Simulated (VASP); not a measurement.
BeCl:

```
Be Cl
1.0
     2.96444    0.00000    0.00000
     0.00000    2.96444    0.00000
     0.00000    0.00000    5.28149
Be Cl
2 2
Direct
  0.00000 0.50000 0.14600
  0.50000 0.00000 0.85400
  0.00000 0.50000 0.69500
  0.50000 0.00000 0.30500
```

```yaml
Program: VASP 6.6.1
Task: relaxation of cell and atoms
Functional: PBEsol
Potentials_or_basis: VASP PAW PBE potentials, release 64 (Be, Cl)
Cutoff: 600 eV
k_mesh: 6 × 6 × 4
Occupations: gaussian, width 0.1 eV
Spin: no spin polarisation
```

At the start: pressure 15.2 GPa; volume 11.60 Å³/atom.

**Question.** Where does the relaxation end?

**Answer.** Over 16 steps the energy falls by 456.4 meV/atom and the volume is 15.86 Å³/atom (+36.7 %); space group P4/nmm (No. 129, to 0.1 Å) before and after.

The path:
| step | energy change (eV) | largest force (eV/Å) | pressure (GPa) | volume (Å³) |
| --- | --- | --- | --- | --- |
| 1 | 0.0000 | 0.9898 | 15.20 | 46.41 |
| 2 | -0.7885 | 0.7055 | 4.00 | 54.14 |
| 3 | -1.0296 | 0.2964 | -6.64 | 66.72 |
| 4 | -1.0720 | 0.0489 | -4.45 | 63.34 |
| 5 | -1.5225 | 0.6522 | -4.66 | 63.92 |
| 6 | -1.5788 | 0.9102 | -4.21 | 63.94 |
| 7 | -1.7051 | 0.4880 | 1.52 | 59.02 |
| 8 | -1.7051 | 0.4856 | 1.56 | 58.99 |
| 9 | -1.7505 | 0.2380 | 1.01 | 59.60 |
| 10 | -1.7669 | 0.2076 | 0.60 | 60.27 |
| 11 | -1.7961 | 0.1724 | 0.11 | 61.43 |
| 12 | -1.8192 | 0.1469 | -0.60 | 63.52 |
| 13 | -1.8243 | 0.0359 | 0.45 | 63.04 |
| 14 | -1.8243 | 0.0377 | 0.45 | 63.04 |
| 15 | -1.8251 | 0.0324 | -0.02 | 63.69 |
| 16 | -1.8255 | 0.0071 | 0.14 | 63.45 |

Final structure:
```
Be Cl
1.0
     2.89454    0.00000    0.00000
     0.00000    2.89454    0.00000
     0.00000    0.00000    7.57347
Be Cl
2 2
Direct
  0.00000 0.50000 0.13101
  0.50000 0.00000 0.86899
  0.00000 0.50000 0.70567
  0.50000 0.00000 0.29433
```

Caveat: the volume moved by over 15 % at a fixed basis, so the end points are rough; the PAW data sets were made with another functional, which shifts forces and pressure a little; this functional lacks dispersion, which binds the layers, so the pressure and a relaxed spacing across them are unreliable.
